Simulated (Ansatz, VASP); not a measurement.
# GaN: VASP beside Ansatz

```
Ga N
1.0
     3.18315    0.00000    0.00000
    -1.59157    2.75669    0.00000
     0.00000    0.00000    5.18363
Ga N
2 2
Direct
  0.33333 0.66667 0.99911
  0.66667 0.33333 0.49911
  0.33333 0.66667 0.37589
  0.66667 0.33333 0.87589
```

Alike in both runs: task single point; functional r2SCAN; k mesh 9 × 9 × 4; no spin polarisation.

|  | VASP | Ansatz |
| --- | --- | --- |
| version | VASP 6.6.1 | Ansatz 0.2.0 |
| potentials or method | VASP PAW PBE potentials, release 64 (Ga_d, N_h) | plane waves, PAW |
| plane-wave cutoff (eV) | 1460 | 500 |
| occupations | gaussian, width 0.01 eV | fixed |
| valence electrons in the cell | 36 | 36 |

VASP gave:

| Property | Result |
| --- | --- |
| gap on the k mesh at the Fermi level (eV) | 2.34 |
| pressure (GPa) | 1.0 |

**Question.** Which values does Ansatz return?

**Answer.** gap on the k mesh at the Fermi level (eV): 2.35; pressure (GPa): 0.0.

VASP's potentials were made for PBE, not for r2SCAN.
